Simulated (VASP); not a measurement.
# HgTe (Fm-3m) in VASP: further runs, part 2 of 2

VASP 6.6.1. Earlier steps stand in the parts before.

### Step 5. Single point, BLYP

This run uses another cell than the first one, of 31.95 Å³/atom, 0.994 times its volume.

The input, INCAR:

```
PREC = Accurate
ENCUT = 520
EDIFF = 1E-6
ISMEAR = -1
SIGMA = 0.05
LREAL = F
LASPH = T
NELM = 60
ALGO = Normal
ISIF = 2
LWAVE = F
LCHARG = T
GGA = B5
ALDAX = 1.0
AGGAX = 1.0
AGGAC = 1.0
ALDAC = 0.0
LELF = T
LVHAR = T
NBANDS = 16
```

The input, KPOINTS:

```
regular mesh
0
Gamma
  7 7 7
```

The input, POSCAR:

```
HgTe
1.0
    0.0000000000      3.1732879438      3.1732879438
    3.1732879438      0.0000000000      3.1732879438
    3.1732879438      3.1732879438      0.0000000000
Hg Te
1 1
Direct
    0.0000000000      0.0000000000      0.0000000000
    0.5000000000      0.5000000000      0.5000000000
```

Potentials or basis: VASP PAW PBE potentials, release 64 (Hg, Te).

Started as:

```sh
> cat potpaw_PBE.64/Hg/POTCAR potpaw_PBE.64/Te/POTCAR > POTCAR
> mpirun -np 1 vasp_std > vasp.out
```

OUTCAR:

```text
PREC = Accurate
   ENCUT = 520
   EDIFF = 1E-6
   ISMEAR = -1
   LREAL = F
   LASPH = T
   NELM = 60
   ISIF = 2
   GGA = B5

 ion  position               nearest neighbor table
   1  0.000  0.000  0.000-   2 3.17   2 3.17   2 3.17   2 3.17   2 3.17   2 3.17
   2  0.500  0.500  0.500-   1 3.17   1 3.17   1 3.17   1 3.17   1 3.17   1 3.17

  LATTYP: Found a face centered cubic cell.
 ALAT       =     6.3465758876

  Lattice vectors:

 A1 = (   0.0000000000,   3.1732879438,   3.1732879438)
 A2 = (   3.1732879438,   0.0000000000,   3.1732879438)
 A3 = (   3.1732879438,   3.1732879438,   0.0000000000)

Analysis of symmetry for initial positions (statically):
=====================================================================
 Subroutine PRICEL returns:
 Original cell was already a primitive cell.

 Routine SETGRP: Setting up the symmetry group for a
 face centered cubic supercell.

 Subroutine GETGRP returns: Found 48 space group operations
 (whereof 48 operations were pure point group operations)
 out of a pool of 48 trial point group operations.

The static configuration has the point symmetry O_h .

Analysis of symmetry for dynamics (positions and initial velocities):
=====================================================================
 Subroutine PRICEL returns:
 Original cell was already a primitive cell.

 Routine SETGRP: Setting up the symmetry group for a
 face centered cubic supercell.

 Subroutine GETGRP returns: Found 48 space group operations
 (whereof 48 operations were pure point group operations)
 out of a pool of 48 trial point group operations.

The dynamic configuration has the point symmetry O_h .

 Subroutine INISYM returns: Found 48 space group operations
 (whereof 48 operations are pure point group operations),
 and found     1 'primitive' translations

----------------------------------------------------------------------------------------

                                     Primitive cell

  volume of cell :      63.9085

  direct lattice vectors                    reciprocal lattice vectors
     0.000000000  3.173287944  3.173287944    -0.157565279  0.157565279  0.157565279
     3.173287944  0.000000000  3.173287944     0.157565279 -0.157565279  0.157565279
     3.173287944  3.173287944  0.000000000     0.157565279  0.157565279 -0.157565279

  length of vectors
     4.487706847  4.487706847  4.487706847     0.272911069  0.272911069  0.272911069

  position of ions in fractional coordinates (direct lattice)
     0.000000000  0.000000000  0.000000000
     0.500000000  0.500000000  0.500000000

  ion indices of the primitive-cell ions
   primitive index   ion index
                 1           1
                 2           2

----------------------------------------------------------------------------------------

 KPOINTS: regular mesh

Automatic generation of k-mesh.
 Grid dimensions read from file:
 generate k-points for:    7    7    7

 Generating k-lattice:

  Cartesian coordinates                     Fractional coordinates (reciprocal lattice)
    -0.022509326  0.022509326  0.022509326     0.142857143  0.000000000  0.000000000
     0.022509326 -0.022509326  0.022509326     0.000000000  0.142857143  0.000000000
     0.022509326  0.022509326 -0.022509326     0.000000000  0.000000000  0.142857143

  Length of vectors
     0.038987296  0.038987296  0.038987296

  Shift w.r.t. Gamma in fractional coordinates (k-lattice)
     0.000000000  0.000000000  0.000000000

 Subroutine IBZKPT returns following result:
 ===========================================

 Found     20 irreducible k-points:

 Following reciprocal coordinates:
            Coordinates               Weight
  0.000000  0.000000  0.000000      1.000000
  0.142857  0.000000  0.000000      8.000000
  0.285714  0.000000  0.000000      8.000000
  0.428571  0.000000  0.000000      8.000000
  0.142857  0.142857  0.000000      6.000000
  0.285714  0.142857  0.000000     24.000000
[... 12 lines left out ...]
 -0.428571  0.428571  0.142857     24.000000
 -0.285714  0.428571  0.142857     24.000000
   k-points           NKPTS =     20   k-points in BZ     NKDIM =     20   number of bands    NBANDS=     16
   number of dos      NEDOS =    301   number of ions     NIONS =      2
   total plane-waves  NPLWV =  46656
   dimension x,y,z NGX =    36 NGY =   36 NGZ =   36
   dimension x,y,z NGXF=    72 NGYF=   72 NGZF=   72
   ions per type =               1   1
   NGX,Y,Z   is equivalent  to a cutoff of  13.34, 13.34, 13.34 a.u.
   NGXF,Y,Z  is equivalent  to a cutoff of  26.67, 26.67, 26.67 a.u.
 SYSTEM =  unknown system
   PREC   = accura    normal or accurate (medium, high low for compatibility)
   ISTART =      0    job   : 0-new  1-cont  2-samecut
   ICHARG =      2    charge: 1-file 2-atom 10-const
   ISPIN  =      1    spin polarized calculation?
   LNONCOLLINEAR =      F non collinear calculations
   LSORBIT =      F    spin-orbit coupling
   LASPH  =      T    aspherical Exc in radial PAW
   ENCUT  =  520.0 eV  38.22 Ry    6.18 a.u.   8.34  8.34  8.34*2*pi/ulx,y,z
   NELM   =     60;   NELMIN=  2; NELMDL= -5     # of ELM steps
   EDIFF  = 0.1E-05   stopping-criterion for ELM
   LREAL  =      F    real-space projection
   EDIFFG = 0.1E-04   stopping-criterion for IOM
   NSW    =      0    number of steps for IOM
   IBRION =     -1    ionic relax: 0-MD 1-quasi-New 2-CG
   NFREE  =      0    steps in history (QN), initial steepest desc. (CG)
   ISIF   =      2    stress and relaxation
   ISYM   =      2    0-nonsym 1-usesym 2-fastsym
   POTIM  = 0.5000    time-step for ionic-motion
   TEBEG  =    0.0;   TEEND  =   0.0 temperature during run
   PSTRESS=    0.0 pullay stress
   NELECT =      18.0000    total number of electrons
   NUPDOWN=      -1.0000    fix difference up-down
   EMIN   =  10.00;   EMAX   =-10.00  energy-range for DOS
   EFERMI =   0.00;   METHOD = LEGACY
   ISMEAR =    -1;   SIGMA  =   0.05  broadening in eV -4-tet -1-fermi 0-gaus
   EFERMI_NEDOS =   21; number of points for ismear=-14 and -15
   IALGO  =     38    algorithm
   IMIX   =      4    mixing-type and parameters
     AMIX     =   0.40;   BMIX     =  1.00
     AMIX_MAG =   1.60;   BMIX_MAG =  1.00
  volume/ion in A,a.u.               =      31.95       215.64
  Fermi-wavevector in a.u.,A,eV,Ry     =   1.073115  2.027893 15.668134  1.151575
  Thomas-Fermi vector in A             =   2.208905
   LORBIT       =      0    0 simple, 1 ext, 2 COOP (PROOUT), +10 PAW based schemes
   GGA     = B5    functional components
   LHFCALC =     F    Hartree Fock is set to
   AEXX    =    0.0000 exact exchange contribution
   IVDW    =     0    specifies the selected vdW correction
   LEPSILON=     F    determine dielectric tensor
   LRPA    =     F    only Hartree local field effects (RPA)
 non-spin polarized calculation
  energy-cutoff  :      520.00
  volume of cell :       63.91
 maximum number of plane-waves:      1759
 NGX is ok and might be reduce to    36
   NGX = 17   NGY = 17   NGZ = 17

 number of electron      17.9999998 magnetization

 Free energy of the ion-electron system (eV)
  ---------------------------------------------------
  ext. energy  EPLUGINS =         0.00000000
  ---------------------------------------------------
  free energy    TOTEN  =        -2.27410033 eV

  energy without entropy =       -2.26550453  energy(sigma->0) =       -2.26980243

 E-fermi :   3.6069     XC(G=0):  -8.7229

 val. band max:        3.5831085972   @ k =  -0.1429   0.1429   0.0000
 cond. band min:       3.7043918170   @ k =   0.4286   0.0000   0.0000
 fundamental gap:      0.1212832198
 Fermi energy:         3.6069097599

 k-point     1 :       0.0000    0.0000    0.0000
  band No.  band energies     occupation
      1      -7.7085      2.00000
      2      -2.7472      2.00000
      3      -2.7472      2.00000
      4      -2.6942      2.00000
      5      -2.6942      2.00000
      6      -2.6942      2.00000
[... 8 lines left out ...]
     15      11.3742      0.00000
     16      11.3742      0.00000
[... 343 lines left out ...]
 k-point    20 :      -0.2857    0.4286    0.1429
  band No.  band energies     occupation
      1      -6.8419      2.00000
      2      -2.8859      2.00000
      3      -2.7259      2.00000
      4      -2.6630      2.00000
      5      -2.5379      2.00000
      6      -2.3237      2.00000
[... 8 lines left out ...]
     15      13.7392      0.00000
     16      15.8587      0.00000

------------------------ aborting loop because EDIFF is reached ----------------------------------------

  FORCE on cell =-STRESS in cart. coord.  units (eV):
  Direction    XX          YY          ZZ          XY          YZ          ZX
  --------------------------------------------------------------------------------------
  -------------------------------------------------------------------------------------
  Total        0.0773997      0.0773997      0.0773997      0.0000000      0.0000000     -0.0000000
  in kB        1.9404006      1.9404006      1.9404006      0.0000000      0.0000000     -0.0000000
  external PRESSURE =       1.9404006 kB  Pullay stress =       0.0000000 kB

 VOLUME and BASIS-vectors are now :
 -----------------------------------------------------------------------------
  energy-cutoff  :      520.00
  volume of cell :       63.91
      direct lattice vectors                 reciprocal lattice vectors
     0.000000000  3.173287944  3.173287944    -0.157565279  0.157565279  0.157565279
     3.173287944  0.000000000  3.173287944     0.157565279 -0.157565279  0.157565279
     3.173287944  3.173287944  0.000000000     0.157565279  0.157565279 -0.157565279

 POSITION                                       TOTAL-FORCE (eV/Angst)
 -----------------------------------------------------------------------------------
      0.00000      0.00000      0.00000         0.000000     -0.000000     -0.000000
      3.17329      3.17329      3.17329        -0.000000      0.000000      0.000000
 -----------------------------------------------------------------------------------
    total drift:                               -0.000000      0.000000      0.000000

  FREE ENERGIE OF THE ION-ELECTRON SYSTEM (eV)
  ---------------------------------------------------
  free  energy   TOTEN  =        -2.2741003345 eV

  energy  without entropy=       -2.2655045344  energy(sigma->0) =       -2.26980243
```

OSZICAR:

```text
N       E                     dE             d eps       ncg     rms          rms(c)
DAV:   1     0.103144935324E+03    0.10314E+03   -0.80916E+03   640   0.983E+02
DAV:   2     0.832500501692E+00   -0.10231E+03   -0.95137E+02   744   0.226E+02
DAV:   3    -0.250723130775E+01   -0.33397E+01   -0.33254E+01   808   0.419E+01
DAV:   4    -0.253330421334E+01   -0.26073E-01   -0.26072E-01   848   0.338E+00
DAV:   5    -0.253352518325E+01   -0.22097E-03   -0.22097E-03   832   0.235E-01    0.475E+00
DAV:   6    -0.227544424281E+01    0.25808E+00   -0.57732E-01   744   0.889E+00    0.383E+00
DAV:   7    -0.227421890489E+01    0.12253E-02   -0.67434E-02   712   0.170E+00    0.166E+00
DAV:   8    -0.227398407417E+01    0.23483E-03   -0.40694E-03   760   0.656E-01    0.412E-01
DAV:   9    -0.227406235505E+01   -0.78281E-04   -0.51647E-04   792   0.193E-01    0.394E-02
DAV:  10    -0.227409022586E+01   -0.27871E-04   -0.46410E-05   808   0.570E-02    0.350E-02
DAV:  11    -0.227410016098E+01   -0.99351E-05   -0.10622E-05   736   0.241E-02    0.809E-03
DAV:  12    -0.227410033449E+01   -0.17351E-06   -0.96366E-07   488   0.817E-03
   1 F= -.22741003E+01 E0= -.22698024E+01  d E =-.859580E-02
```

stdout:

```text
POSCAR found type information on POSCAR HgTe
 POSCAR found :  2 types and       2 ions
 scaLAPACK will be used
 -----------------------------------------------------------------------------
|                                                                             |
|                                                                             |
|     You enforced a specific xc type in the INCAR file but a different       |
|     I HOPE YOU KNOW WHAT YOU ARE DOING!                                     |
|                                                                             |
 -----------------------------------------------------------------------------

 LDA part: xc-table for (Slater(with rela. corr.)+VWN5), standard interpolation
 POSCAR, INCAR and KPOINTS ok, starting setup
 FFT: planning ... GRIDC
 FFT: planning ... GRID_SOFT
 FFT: planning ... GRID
 WAVECAR not read
 entering main loop
```

It took 23 s on 1 thread of AMD EPYC 9R45 (Zen 5), shared host; peak memory 0.18 GiB.

Results:

| Property | Result |
| --- | --- |
| Free energy | -2.2741 eV |
| Pressure | 0.2 GPa |
| Band gap on the k mesh | zero (band 9 reaches 3.76 eV, above the bottom of band 10 at 1.85 eV) |

Levels at points of the mesh, in eV from the Fermi level:
```tsv
k point	band 5	band 6	band 7	band 8	band 9	band 10	band 11	band 12	band 13	band 14
(0.00, 0.00, 0.00)	-6.30	-6.30	-1.45	-0.58	-0.58	-0.58	7.43	7.43	7.43	7.77
```

Caveat: the PAW data sets were made with another functional, which shifts forces and pressure a little; spin-orbit coupling is left out, which moves the levels of the heavy elements.

### Step 6. Single point, PBE

The input, INCAR:

```
SYSTEM = HgTe
ALGO     = Normal         ! electronic algorithm
EDIFF    = 1E-6           ! SCF threshold, eV
ENCUT    = 520            ! plane-wave cutoff, eV
GGA      = PE             ! functional
ISIF     = 2              ! what is computed and relaxed
ISMEAR   = 0              ! smearing method
LASPH    = .True.         ! aspherical terms in the spheres
LCHARG   = .False.        ! write CHGCAR
LREAL    = .False.        ! projectors in reciprocal space
LWAVE    = .False.        ! write WAVECAR
NBANDS   = 16             ! bands
NELM     = 60             ! most SCF steps
PREC     = Accurate       ! precision mode
SIGMA    = 0.012          ! smearing width, eV
```

The input, KPOINTS:

```
k-points
0
Gamma
  7 7 7
  0 0 0
```

The input, POSCAR:

```
HgTe
1.0
    0.0000000000      3.1800000000      3.1800000000
    3.1800000000      0.0000000000      3.1800000000
    3.1800000000      3.1800000000      0.0000000000
Hg Te
1 1
Direct
    0.0000000000      0.0000000000      0.0000000000
    0.5000000000      0.5000000000      0.5000000000
```

Potentials or basis: VASP PAW PBE potentials, release 64 (Hg, Te).

Started as:

```sh
> cat potpaw_PBE.64/Hg/POTCAR potpaw_PBE.64/Te/POTCAR > POTCAR
> mpirun -np 1 vasp_std > vasp.out
```

OUTCAR:

```text
SYSTEM = HgTe
   EDIFF = 1E-6
   ENCUT = 520
   GGA = PE
   ISIF = 2
   ISMEAR = 0
   LASPH = .True.
   LREAL = .False.
   NELM = 60
   PREC = Accurate

 ion  position               nearest neighbor table
   1  0.000  0.000  0.000-   2 3.18   2 3.18   2 3.18   2 3.18   2 3.18   2 3.18
   2  0.500  0.500  0.500-   1 3.18   1 3.18   1 3.18   1 3.18   1 3.18   1 3.18

  LATTYP: Found a face centered cubic cell.
 ALAT       =     6.3600000000

  Lattice vectors:

 A1 = (   0.0000000000,   3.1800000000,   3.1800000000)
 A2 = (   3.1800000000,   0.0000000000,   3.1800000000)
 A3 = (   3.1800000000,   3.1800000000,   0.0000000000)

Analysis of symmetry for initial positions (statically):
=====================================================================
 Subroutine PRICEL returns:
 Original cell was already a primitive cell.

 Routine SETGRP: Setting up the symmetry group for a
 face centered cubic supercell.

 Subroutine GETGRP returns: Found 48 space group operations
 (whereof 48 operations were pure point group operations)
 out of a pool of 48 trial point group operations.

The static configuration has the point symmetry O_h .

[... 154 lines left out ...]
  energy without entropy =       -3.27887241  energy(sigma->0) =       -3.27896674

 E-fermi :   3.0972     XC(G=0):  -9.2807

 val. band max:        3.0914618845   @ k =  -0.1429   0.1429   0.0000
 cond. band min:       3.1996793188   @ k =   0.4286   0.0000   0.0000
 fundamental gap:      0.1082174343
 Fermi energy:         3.0971851198

 k-point     1 :       0.0000    0.0000    0.0000
  band No.  band energies     occupation
      1      -8.1722      2.00000
      2      -3.1990      2.00000
      3      -3.1990      2.00000
      4      -3.1491      2.00000
      5      -3.1491      2.00000
      6      -3.1491      2.00000
[... 357 lines left out ...]
      3      -3.1833      2.00000
      4      -3.1198      2.00000
      5      -2.9919      2.00000
      6      -2.7817      2.00000
[... 8 lines left out ...]
     15      13.1182      0.00000
     16      15.2424      0.00000

------------------------ aborting loop because EDIFF is reached ----------------------------------------

  FORCE on cell =-STRESS in cart. coord.  units (eV):
  Direction    XX          YY          ZZ          XY          YZ          ZX
  --------------------------------------------------------------------------------------
  -------------------------------------------------------------------------------------
  Total       -1.4832386     -1.4832386     -1.4832386      0.0000000     -0.0000000     -0.0000000
  in kB      -36.9496420    -36.9496420    -36.9496420      0.0000000     -0.0000000     -0.0000000
  external PRESSURE =     -36.9496420 kB  Pullay stress =       0.0000000 kB

 VOLUME and BASIS-vectors are now :
 -----------------------------------------------------------------------------
  energy-cutoff  :      520.00
  volume of cell :       64.31
      direct lattice vectors                 reciprocal lattice vectors
     0.000000000  3.180000000  3.180000000    -0.157232704  0.157232704  0.157232704
     3.180000000  0.000000000  3.180000000     0.157232704 -0.157232704  0.157232704
     3.180000000  3.180000000  0.000000000     0.157232704  0.157232704 -0.157232704

 POSITION                                       TOTAL-FORCE (eV/Angst)
 -----------------------------------------------------------------------------------
      0.00000      0.00000      0.00000         0.000000     -0.000000     -0.000000
      3.18000      3.18000      3.18000        -0.000000      0.000000      0.000000
 -----------------------------------------------------------------------------------
    total drift:                               -0.000000      0.000000      0.000000

  FREE ENERGIE OF THE ION-ELECTRON SYSTEM (eV)
  ---------------------------------------------------
  free  energy   TOTEN  =        -3.2790610778 eV

  energy  without entropy=       -3.2788724067  energy(sigma->0) =       -3.27896674
```

It took 12 s on 1 thread of AMD EPYC 9R45 (Zen 5), shared host; peak memory 0.18 GiB.

What came out:

* Free energy: -3.2791 eV
* Pressure: -3.7 GPa
* Band gap on the k mesh: zero (band 9 reaches 3.25 eV, above the bottom of band 10 at 1.34 eV)

Levels at points of the mesh, in eV from the Fermi level:
```csv
k point,band 6,band 7,band 8,band 9,band 10,band 11,band 12,band 13
"(0.00, 0.00, 0.00)",-6.25,-1.40,-0.55,-0.55,-0.55,7.46,7.46,7.46
```

Caveat: spin-orbit coupling is left out, which moves the levels of the heavy elements.

### Step 7. Summary

| level | cell | smearing | gap on the mesh (eV) | pressure (GPa) |
| --- | --- | --- | --- | --- |
| RPBE | a = 4.497 Å, angles 60.0°, 2 atoms | fermi-dirac 0.05 eV | none | -2.0 |
| revPBE | a = 4.497 Å, angles 60.0°, 2 atoms | fermi-dirac 0.05 eV | none | -2.4 |
| BLYP | a = 4.497 Å, angles 60.0°, 2 atoms | fermi-dirac 0.05 eV | none | 0.0 |
| BLYP | a = 4.488 Å, angles 60.0°, 2 atoms | fermi-dirac 0.05 eV | none | 0.2 |
| PBE | a = 4.497 Å, angles 60.0°, 2 atoms | gaussian 0.012 eV | none | -3.7 |

Alike in all rows: task single point; potentials or basis VASP PAW PBE potentials, release 64 (Hg, Te); no spin polarisation; k mesh 7 × 7 × 7; cutoff (eV) 520.

Every run on the cell as given and a fine mesh finds a metal. The pressure there spans -3.7 GPa (PBE) to 0.0 GPa (BLYP); a positive pressure means that this level wants a larger cell, a negative one a smaller.

Caveats: spin-orbit coupling is left out, which moves the levels of the heavy elements; the PAW data sets were made with another functional, which shifts forces and pressure a little (some runs).

Total energies depend on the potentials used, so only differences within one code and one set of settings carry meaning.
